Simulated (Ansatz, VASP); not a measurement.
# One calculation of Ti, two programs

Contents of INCAR:

```
ALGO = Fast ; EDIFF = 1E-6
ENCUT = 520 ; GGA = CA
ISIF = 2 ; ISMEAR = 0
LASPH = True ; LCHARG = True
LELF = True ; LREAL = False
LVHAR = True ; LWAVE = False
NBANDS = 19 ; NELM = 100
PREC = Accurate ; SIGMA = 0.15
```

File KPOINTS:

```
k-points
0
Gamma
  21 21 12
```

File POSCAR:

```
Ti
1.0
    2.9499978604      0.0000000000      0.0000000000
   -1.4749989302      2.5547730882      0.0000000000
    0.0000000000      0.0000000000      4.6860000000
Ti
2
Direct
    0.3333333333      0.6666666667      0.2500000000
    0.6666666667      0.3333333333      0.7500000000
```

Input for Ansatz:

```yaml
crystal:
  lattice:
    - [2.9499978604, 0.0, 0.0]
    - [-1.4749989302, 2.5547730882, 0.0]
    - [0.0, 0.0, 4.686]
  atoms:
    - { symbol: Ti, position: [0.3333333333, 0.6666666667, 0.25] }
    - { symbol: Ti, position: [0.6666666667, 0.3333333333, 0.75] }
basis:
  ecutwfc: 420
kpoints:
  mp_grid: { grid: [21, 21, 12] }
hamiltonian:
  xc: lda
scf:
  occupations: { method: gaussian, width: 0.15 }
output:
  forces: true
  stress: true
  eigenvalues: true
```

Alike in both runs: task single point; functional LDA; k mesh 21 × 21 × 12; occupations gaussian, width 0.15 eV; no spin polarisation.

```csv
,VASP,Ansatz
version,VASP 6.6.1,Ansatz 0.2.0
potentials or method,"VASP PAW LDA potentials, release 64 (Ti_sv), cutoff 520 eV","scalar-relativistic, plane waves, PAW"
valence electrons in the cell,24,24
```

VASP gave:

```
gap on the k mesh at the Fermi level (eV)                     : none
pressure (GPa)                                                : -10.0
traceless stress, the component that is largest in VASP (GPa) : -0.41
```

What did Ansatz give for the same quantities?

gap on the k mesh at the Fermi level (eV): none; pressure (GPa): -9.9; traceless stress, the component that is largest in VASP (GPa): -0.42.

LDA's correlation is that of Perdew and Zunger in VASP and of Perdew and Wang (1992) in Ansatz. A gap of «none» marks a metal or a gap that the smearing closes.
